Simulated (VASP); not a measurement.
Runs of VASP 6.6.1 on TiB2. The structure is that of space group P6/mmm (No. 191), or close to it. The cells are those of the table. 

```tsv
cell	gap on the mesh (eV)	pressure (GPa)	largest force (eV/Å)
a = 3.032, b = 2.986, c = 3.224 Å, angles 90.0, 90.0, 120.5°, 3 atoms	none	(b)	0.09
a = 3.032, b = 3.043, c = 3.224 Å, angles 90.0, 90.0, 119.9°, 3 atoms	none	-1.1	0.01
a = 3.032, b = 2.998, c = 3.224 Å, angles 90.0, 90.0, 120.4°, 3 atoms	none	4.6	0.06
a = 3.032, b = 3.020, c = 3.224 Å, angles 90.0, 90.0, 120.1°, 3 atoms	none	1.6	0.02
a = 3.032, b = 3.009, c = 3.224 Å, angles 90.0, 90.0, 120.2°, 3 atoms	none	(a)	0.04
a = 3.032, b = 3.055, c = 3.224 Å, angles 90.0, 90.0, 119.8°, 3 atoms	none	-2.4	0.03
```

Alike in all rows: task single point; level PBE; potentials or basis VASP PAW PBE potentials, release 64 (Ti_sv, B); no spin polarisation; k mesh 18 × 18 × 14; cutoff (eV) 520; smearing gaussian 0.15 eV.

Problem. Fill in the values left out.

Solution. (a) 3.1; (b) 6.1.

Caveats: the cell stands under pressure (at least some runs).

A gap of «none» marks levels without a gap at the run's occupations.
